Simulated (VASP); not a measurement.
# BN in VASP: a series of runs, part 2 of 2

VASP 6.6.1. Earlier steps stand in the parts before.

## 4. Single point, LDA (8.82 Å³/atom)

This run uses another cell than the first one, of 8.82 Å³/atom.

Input file INCAR:

```
  ALGO = Normal
  EDIFF = 1E-6
  ENCUT = 520
  ISIF = 2
  ISMEAR = 0
  LASPH = True
  LCHARG = False
  LREAL = False
  LWAVE = False
  NBANDS = 11
  NELM = 60
  PREC = Accurate
  SIGMA = 0.01
```

Input file KPOINTS:

```
k-points
0
Gamma
  12 12 12
```

Input file POSCAR:

```
BN
1.0
    2.4782157592      0.0024406890     -0.2380219281
   -1.2297924825      2.1515493172      0.2380330439
   -0.9279219756     -0.9009858841      3.3439691391
B N
1 1
Direct
    0.9910451598      0.9914271657     -0.0061416745
    0.6571038402      0.3244568343      0.9929466745
```

Potentials or basis: VASP PAW LDA potentials, release 64 (B, N).

Started as:

```bash
> cat potpaw_LDA.64/B/POTCAR potpaw_LDA.64/N/POTCAR > POTCAR
> mpirun -np 1 vasp_std > vasp.out
```

OUTCAR:

```text
EDIFF = 1E-6
   ENCUT = 520
   ISIF = 2
   ISMEAR = 0
   LASPH = True
   LREAL = False
   NELM = 60
   PREC = Accurate

 ion  position               nearest neighbor table
   1  0.991  0.991  0.994-   2 1.44   2 1.44   2 1.44
   2  0.657  0.324  0.993-   1 1.44   1 1.44   1 1.44

  LATTYP: Found a base centered monoclinic cell.
 ALAT       =     4.3121481135
 B/A-ratio  =     0.5773515037
 C/A-ratio  =     0.8315493234
 COS(beta)  =    -0.4010369594

  Lattice vectors:

 A1 = (  -1.2297924825,   2.1515493172,   0.2380330439)
 A2 = (  -2.4782157592,  -0.0024406890,   0.2380219281)
 A3 = (   1.5502937836,  -0.8985451951,   3.1059472110)

Analysis of symmetry for initial positions (statically):
=====================================================================
 Subroutine PRICEL returns:
 Original cell was already a primitive cell.

 Routine SETGRP: Setting up the symmetry group for a
 base centered monoclinic supercell.

 Subroutine GETGRP returns: Found  2 space group operations
 (whereof  1 operations were pure point group operations)
 out of a pool of  4 trial point group operations.

The static configuration has the point symmetry C_1 .
 The point group associated with its full space group is C_1h.

Analysis of symmetry for dynamics (positions and initial velocities):
=====================================================================
 Subroutine PRICEL returns:
 Original cell was already a primitive cell.

 Routine SETGRP: Setting up the symmetry group for a
 base centered monoclinic supercell.

 Subroutine GETGRP returns: Found  2 space group operations
 (whereof  1 operations were pure point group operations)
 out of a pool of  4 trial point group operations.

The dynamic configuration has the point symmetry C_1 .
 The point group associated with its full space group is C_1h.

 Subroutine INISYM returns: Found  2 space group operations
 (whereof  1 operations are pure point group operations),
 and found     1 'primitive' translations

----------------------------------------------------------------------------------------

                                     Primitive cell

  volume of cell :      17.6321

  direct lattice vectors                    reciprocal lattice vectors
     2.478215759  0.002440689 -0.238021928     0.420209577  0.220706050  0.176070625
    -1.229792482  2.151549317  0.238033044     0.011699841  0.457472986  0.126506324
    -0.927921976 -0.900985884  3.343969139     0.029077465 -0.016854464  0.302573362

  length of vectors
     2.489621205  2.489621205  3.585379249     0.506249063  0.474786551  0.304434248

  position of ions in fractional coordinates (direct lattice)
     0.991045160  0.991427166  0.993858325
     0.657103840  0.324456834  0.992946674

  ion indices of the primitive-cell ions
   primitive index   ion index
                 1           1
                 2           2

----------------------------------------------------------------------------------------

 KPOINTS: k-points

Automatic generation of k-mesh.
 Grid dimensions read from file:
 generate k-points for:   12   12   12
[... 25 lines left out ...]
  0.333333 -0.000000 -0.000000      4.000000
  0.416667 -0.000000 -0.000000      4.000000
[... 16 lines left out ...]
  0.250000  0.166667 -0.000000      4.000000
  0.333333  0.166667 -0.000000      4.000000
 [... further k-points ...]
   k-points           NKPTS =    476   k-points in BZ     NKDIM =    476   number of bands    NBANDS=     11
   number of dos      NEDOS =    301   number of ions     NIONS =      2
   total plane-waves  NPLWV =  11200
   dimension x,y,z NGX =    20 NGY =   20 NGZ =   28
   dimension x,y,z NGXF=    40 NGYF=   40 NGZF=   56
   ions per type =               1   1
   NGX,Y,Z   is equivalent  to a cutoff of  13.36, 13.36, 12.98 a.u.
   NGXF,Y,Z  is equivalent  to a cutoff of  26.71, 26.71, 25.97 a.u.
 SYSTEM =  unknown system
   PREC   = accura    normal or accurate (medium, high low for compatibility)
   ISTART =      0    job   : 0-new  1-cont  2-samecut
   ICHARG =      2    charge: 1-file 2-atom 10-const
   ISPIN  =      1    spin polarized calculation?
   LNONCOLLINEAR =      F non collinear calculations
   LSORBIT =      F    spin-orbit coupling
   LASPH  =      T    aspherical Exc in radial PAW
   ENCUT  =  520.0 eV  38.22 Ry    6.18 a.u.   4.63  4.63  6.67*2*pi/ulx,y,z
   NELM   =     60;   NELMIN=  2; NELMDL= -5     # of ELM steps
   EDIFF  = 0.1E-05   stopping-criterion for ELM
   LREAL  =      F    real-space projection
   EDIFFG = 0.1E-04   stopping-criterion for IOM
   NSW    =      0    number of steps for IOM
   IBRION =     -1    ionic relax: 0-MD 1-quasi-New 2-CG
   NFREE  =      0    steps in history (QN), initial steepest desc. (CG)
   ISIF   =      2    stress and relaxation
   ISYM   =      2    0-nonsym 1-usesym 2-fastsym
   POTIM  = 0.5000    time-step for ionic-motion
   TEBEG  =    0.0;   TEEND  =   0.0 temperature during run
   PSTRESS=    0.0 pullay stress
   NELECT =       8.0000    total number of electrons
   NUPDOWN=      -1.0000    fix difference up-down
   EMIN   =  10.00;   EMAX   =-10.00  energy-range for DOS
   EFERMI =   0.00;   METHOD = LEGACY
   ISMEAR =     0;   SIGMA  =   0.01  broadening in eV -4-tet -1-fermi 0-gaus
   EFERMI_NEDOS =   21; number of points for ismear=-14 and -15
   IALGO  =     38    algorithm
   IMIX   =      4    mixing-type and parameters
     AMIX     =   0.40;   BMIX     =  1.00
     AMIX_MAG =   1.60;   BMIX_MAG =  1.00
  volume/ion in A,a.u.               =       8.82        59.49
  Fermi-wavevector in a.u.,A,eV,Ry     =   1.257970  2.377218 21.531047  1.582487
  Thomas-Fermi vector in A             =   2.391602
   LORBIT       =      0    0 simple, 1 ext, 2 COOP (PROOUT), +10 PAW based schemes
   GGA     = CA    functional components
   LHFCALC =     F    Hartree Fock is set to
   AEXX    =    0.0000 exact exchange contribution
   IVDW    =     0    specifies the selected vdW correction
   LEPSILON=     F    determine dielectric tensor
   LRPA    =     F    only Hartree local field effects (RPA)
 non-spin polarized calculation
 Gauss-broadening in eV      SIGMA  =   0.01
  energy-cutoff  :      520.00
  volume of cell :       17.63
 maximum number of plane-waves:       493
   NGX =  9   NGY =  9   NGZ = 13

 number of electron       8.0000001 magnetization

 Free energy of the ion-electron system (eV)
  ---------------------------------------------------
  ext. energy  EPLUGINS =         0.00000000
  ---------------------------------------------------
  free energy    TOTEN  =       -19.29119175 eV

  energy without entropy =      -19.29119175  energy(sigma->0) =      -19.29119175

 E-fermi :   2.3834     XC(G=0): -10.6299

 val. band max:        2.2762940458   @ k =   0.3333   0.3333  -0.0000
 cond. band min:       6.3456101415   @ k =   0.5000   0.5000   0.5000
 fundamental gap:      4.0693160957
 Fermi energy:         2.3833582848

 k-point     1 :       0.0000    0.0000    0.0000
  band No.  band energies     occupation
      1     -15.3974      2.00000
      2      -1.8505      2.00000
      3       1.0128      2.00000
      4       1.0128      2.00000
      5       7.3025      0.00000
      6      13.9864      0.00000
      7      13.9865      0.00000
      8      15.4834      0.00000
      9      17.4893      0.00000
     10      28.2495      0.00000
     11      30.5181      0.00000
[... 309 lines left out ...]
 k-point    24 :       0.3333    0.1667   -0.0000
  band No.  band energies     occupation
      1     -12.1409      2.00000
      2      -5.7126      2.00000
      3      -3.0459      2.00000
      4       1.0131      2.00000
      5       7.2865      0.00000
      6      13.9982      0.00000
      7      15.5938      0.00000
      8      18.9824      0.00000
      9      20.7760      0.00000
     10      23.6725      0.00000
     11      26.1241      0.00000

 [... further k-points ...]

------------------------ aborting loop because EDIFF is reached ----------------------------------------

  FORCE on cell =-STRESS in cart. coord.  units (eV):
  Direction    XX          YY          ZZ          XY          YZ          ZX
  --------------------------------------------------------------------------------------
  -------------------------------------------------------------------------------------
  Total        0.0307238      0.0313313     -0.0684150      0.0005303      0.0056305     -0.0097136
  in kB        2.7917821      2.8469814     -6.2166722      0.0481852      0.5116277     -0.8826481
  external PRESSURE =      -0.1926362 kB  Pullay stress =       0.0000000 kB

 VOLUME and BASIS-vectors are now :
 -----------------------------------------------------------------------------
  energy-cutoff  :      520.00
  volume of cell :       17.63
      direct lattice vectors                 reciprocal lattice vectors
     2.478215759  0.002440689 -0.238021928     0.420209577  0.220706050  0.176070625
    -1.229792482  2.151549317  0.238033044     0.011699841  0.457472986  0.126506324
    -0.927921976 -0.900985884  3.343969139     0.029077465 -0.016854464  0.302573362

 POSITION                                       TOTAL-FORCE (eV/Angst)
 -----------------------------------------------------------------------------------
      0.31455      1.24007      3.32353         0.000062     -0.000036      0.000295
      0.30805     -0.19494      3.24121        -0.000062      0.000036     -0.000295
 -----------------------------------------------------------------------------------
    total drift:                               -0.000078      0.000045      0.000032

  FREE ENERGIE OF THE ION-ELECTRON SYSTEM (eV)
  ---------------------------------------------------
  free  energy   TOTEN  =       -19.2911917538 eV

  energy  without entropy=      -19.2911917538  energy(sigma->0) =      -19.29119175
```

stdout:

```text
POSCAR found type information on POSCAR B N
 POSCAR found :  2 types and       2 ions
 scaLAPACK will be used
 LDA part: xc-table for (Slater(with rela. corr.)+CA(PZ))
 , standard interpolation
 POSCAR, INCAR and KPOINTS ok, starting setup
 FFT: planning ... GRIDC
 FFT: planning ... GRID_SOFT
 FFT: planning ... GRID
 WAVECAR not read
 entering main loop
```

It took 61 s on 1 thread of Intel Xeon Platinum 8259CL at 2.50GHz (Skylake/Cascade Lake), shared host; peak memory 0.19 GiB.

Results:

```yaml
Free_energy: -19.2912 eV
Pressure: 0.0 GPa
Band_gap_on_the_k_mesh: 4.07 eV (least direct gap 4.60 eV)
```

Stress tensor (GPa, compression positive):
```
 0.28  0.00 -0.09
 0.00  0.28  0.05
-0.09  0.05 -0.62
```

Levels at points of the mesh, in eV from the valence-band top:
```
           k point  band 1  band 2  band 3  band 4  band 5  band 6  band 7  band 8  band 9
(0.00, 0.00, 0.00)  -17.67   -4.13   -1.26   -1.26    5.03   11.71   11.71   13.21   15.21
(0.50, 0.00, 0.00)  -14.30   -8.80   -4.16   -1.25    4.07   10.05   14.17   17.70   20.61
(0.00, 0.50, 0.00)  -14.38   -8.96   -4.09   -0.56    5.22   10.10   12.92   15.02   20.03
(0.50, 0.50, 0.00)  -14.38   -8.96   -4.09   -0.56    5.22   10.10   12.92   15.02   20.03
(0.00, 0.00, 0.50)  -17.34   -6.43   -1.29   -1.29   10.21   11.62   11.62   12.77   16.55
(0.50, 0.50, 0.50)  -14.29   -8.80   -4.16   -1.25    4.07   10.05   14.17   17.70   20.61
```

## 5. Relaxation of shape and atoms at fixed volume, LDA (8.47 Å³/atom)

Input file INCAR:

```
PREC     = Accurate       # precision mode
ENCUT    = 600            # plane-wave cutoff, eV
EDIFF    = 1E-6           # SCF threshold, eV
ISMEAR   = 0              # smearing method
SIGMA    = 0.01           # smearing width, eV
LREAL    = F              # projectors in reciprocal space
LASPH    = T              # aspherical terms in the spheres
NELM     = 100            # most SCF steps
ALGO     = Normal         # electronic algorithm
ISIF     = 4              # what is computed and relaxed
LWAVE    = F              # write WAVECAR
LCHARG   = F              # write CHGCAR
GGA      = CA             # functional
IBRION   = 2              # ionic algorithm
NSW      = 80             # ionic steps
EDIFFG   = -0.001         # ionic threshold
```

Input file KPOINTS:

```
regular mesh
0
Gamma
  12 12 12
```

Input file POSCAR:

```
BN
1.0
    2.4605871748      0.0024127331     -0.2361108517
   -1.2210536462      2.1362391831      0.2361218883
   -0.9267658180     -0.8914103127      3.2604258280
B N
1 1
Direct
    0.9911240035      0.9914667070     -0.0060232895
    0.6570249965      0.3244172930      0.9928282895
```

Started as:

```bash
> cat potpaw_LDA.64/B/POTCAR potpaw_LDA.64/N/POTCAR > POTCAR
> mpirun -np 1 vasp_std > vasp.out
```

Wall time 2.3 min (1 thread of Intel Xeon Platinum 8259CL at 2.50GHz (Skylake/Cascade Lake), shared host); peak memory 0.19 GiB.

Results (log left out):

| Property | Result |
| --- | --- |
| Free energy | -19.2931 eV |
| Energy gained by relaxing | 3.1 meV/atom |
| Ionic steps | 7 |
| Pressure after relaxing | 0.5 GPa |
| Band gap on the k mesh | 3.94 eV (least direct gap 4.61 eV) |

The path:
```csv
step,energy change (eV),largest force (eV/Å),pressure (GPa),volume (Å³)
1,0.0000,0.0027,5.74,16.94
2,-0.0062,0.0112,0.09,16.94
3,-0.0062,0.0106,0.45,16.94
4,-0.0062,0.0104,0.56,16.94
5,-0.0062,0.0017,0.55,16.94
6,-0.0062,0.0007,0.55,16.94
7,-0.0062,0.0008,0.46,16.94
```

Final structure:
```
B N
1.0
     2.47753    0.00243   -0.23778
    -1.22946    2.15095    0.23779
    -0.93947   -0.89388    3.21761
B N
1 1
Direct
  0.99124 0.99152 0.99415
  0.65691 0.32436 0.99266
```

Levels at points of the mesh, in eV from the valence-band top:
| k point | band 1 | band 2 | band 3 | band 4 | band 5 | band 6 | band 7 | band 8 |
| --- | --- | --- | --- | --- | --- | --- | --- | --- |
| (0.00, 0.00, 0.00) | -17.77 | -3.91 | -1.29 | -1.29 | 5.30 | 11.70 | 11.70 | 13.24 |
| (0.50, 0.00, 0.00) | -14.32 | -8.82 | -4.21 | -1.37 | 3.95 | 9.98 | 14.47 | 18.34 |
| (0.00, 0.50, 0.00) | -14.44 | -9.02 | -4.11 | -0.52 | 5.25 | 10.18 | 13.12 | 15.44 |
| (0.50, 0.50, 0.00) | -14.44 | -9.02 | -4.11 | -0.52 | 5.25 | 10.17 | 13.12 | 15.44 |
| (0.00, 0.00, 0.50) | -17.32 | -6.66 | -1.32 | -1.32 | 10.65 | 11.58 | 11.58 | 12.96 |
| (0.50, 0.50, 0.50) | -14.32 | -8.82 | -4.21 | -1.37 | 3.94 | 9.98 | 14.47 | 18.35 |

A k mesh can miss the band edges.

## 6. Relaxation of shape and atoms at fixed volume, LDA (8.82 Å³/atom)

This run uses another cell than the first one, of 8.82 Å³/atom.

Input file INCAR:

```
SYSTEM = BN
  PREC = Accurate
  ENCUT = 600
  EDIFF = 1E-6
  ISMEAR = 0
  SIGMA = 0.01
  LREAL = .False.
  LASPH = .True.
  NELM = 100
  ALGO = Normal
  ISIF = 4
  LWAVE = .False.
  LCHARG = .False.
  GGA = CA
  IBRION = 2
  NSW = 80
  EDIFFG = -0.001
```

Input file KPOINTS:

```
Automatic mesh
0
Gamma
  12 12 12
  0 0 0
```

Input file POSCAR:

```
BN
1.0
    2.4936191322      0.0024451227     -0.2392805031
   -1.2374455840      2.1649169565      0.2392916879
   -0.9392071122     -0.9033769798      3.3041951559
B N
1 1
Direct
    0.9911240035      0.9914667070     -0.0060232895
    0.6570249965      0.3244172930      0.9928282895
```

Potentials or basis: VASP PAW LDA potentials, release 64 (B, N).

Started as:

```bash
> cat potpaw_LDA.64/B/POTCAR potpaw_LDA.64/N/POTCAR > POTCAR
> mpirun -np 1 vasp_std > vasp.out
```

Run time: 4.6 min. Hardware: 1 thread of Intel Xeon Platinum 8259CL at 2.50GHz (Skylake/Cascade Lake), shared host; peak memory 0.19 GiB.

The run converged. Its results:

```
Free energy               : -19.2938 eV
Energy gained by relaxing : 1.9 meV/atom
Ionic steps               : 23
Pressure after relaxing   : -0.7 GPa
Band gap on the k mesh    : 4.06 eV (least direct gap 4.59 eV)
```

The path:
```csv
step,energy change (eV),largest force (eV/Å),pressure (GPa),volume (Å³)
1,0.0000,0.0018,-4.65,17.63
2,-0.0039,0.0069,-0.59,17.63
3,-0.0039,0.0068,-0.66,17.63
4,-0.0039,0.0067,-0.74,17.63
5,-0.0039,0.0015,-0.74,17.63
6,-0.0039,0.0008,-0.74,17.63
7,-0.0039,0.0021,-0.68,17.63
8,-0.0039,0.0026,-0.65,17.63
9,-0.0039,0.0036,-0.62,17.63
10,-0.0039,0.0118,-0.58,17.63
11,-0.0039,0.0011,-0.62,17.63
12,-0.0039,0.0021,-0.63,17.63
13,-0.0039,0.0033,-0.63,17.63
14,-0.0039,0.0090,-0.64,17.63
15,-0.0039,0.0018,-0.63,17.63
16,-0.0039,0.0005,-0.63,17.63
17,-0.0039,0.0002,-0.63,17.63
18,-0.0039,0.0003,-0.63,17.63
19,-0.0039,0.0004,-0.66,17.63
20,-0.0039,0.0029,-0.70,17.63
21,-0.0039,0.0021,-0.68,17.63
22,-0.0039,0.0013,-0.66,17.63
23,-0.0039,0.0009,-0.66,17.63
```

Final structure:
```xyz
2
Lattice="2.4798 0.0024 -0.2380 -1.2306 2.1530 0.2380 -0.9289 -0.9013 3.3397" Properties=species:S:1:pos:R:3 pbc="T T T"
B     0.3144    1.2411    3.3193
N     0.3078   -0.1948    3.2369
```

Levels at points of the mesh, in eV from the valence-band top:
| k point | band 2 | band 3 | band 4 | band 5 | band 6 | band 7 |
| --- | --- | --- | --- | --- | --- | --- |
| (0.00, 0.00, 0.00) | -4.11 | -1.27 | -1.26 | 5.04 | 11.69 | 11.70 |
| (0.50, 0.00, 0.00) | -8.79 | -4.16 | -1.25 | 4.07 | 10.03 | 14.17 |
| (0.00, 0.50, 0.00) | -8.95 | -4.08 | -0.56 | 5.22 | 10.09 | 12.92 |
| (0.50, 0.50, 0.00) | -8.95 | -4.08 | -0.56 | 5.22 | 10.09 | 12.92 |
| (0.00, 0.00, 0.50) | -6.42 | -1.29 | -1.29 | 10.22 | 11.61 | 11.61 |
| (0.50, 0.50, 0.50) | -8.79 | -4.16 | -1.25 | 4.06 | 10.03 | 14.17 |

## 7. Summary

| task | cell | cutoff (eV) | gap on the mesh (eV) | pressure (GPa) |
| --- | --- | --- | --- | --- |
| single point | a = 2.487, b = 2.487, c = 3.473 Å, angles 90.0, 111.0, 120.0°, 2 atoms, atomic positions A | 520 | 3.95 | 1.1 |
| single point | a = 2.489, b = 2.489, c = 3.529 Å, angles 90.0, 110.6, 120.0°, 2 atoms, atomic positions B | 520 | 4.02 | 0.5 |
| single point | a = 2.490, b = 2.490, c = 3.585 Å, angles 90.0, 110.3, 120.0°, 2 atoms, atomic positions C | 520 | 4.07 | 0.0 |
| relaxation of shape and atoms at fixed volume | relaxed from a = 2.472, b = 2.472, c = 3.505 Å, angles 90.0, 110.6, 120.0°, 2 atoms, atomic positions B | 600 | 3.94 | 0.5 |
| relaxation of shape and atoms at fixed volume | relaxed from a = 2.505, b = 2.505, c = 3.552 Å, angles 90.0, 110.6, 120.0°, 2 atoms, atomic positions B | 600 | 4.06 | -0.7 |

Alike in all rows: level LDA; potentials or basis VASP PAW LDA potentials, release 64 (B, N); no spin polarisation; k mesh 12 × 12 × 12; smearing gaussian 0.01 eV.

Total energies depend on the potentials used, so only differences within one code and one set of settings carry meaning.
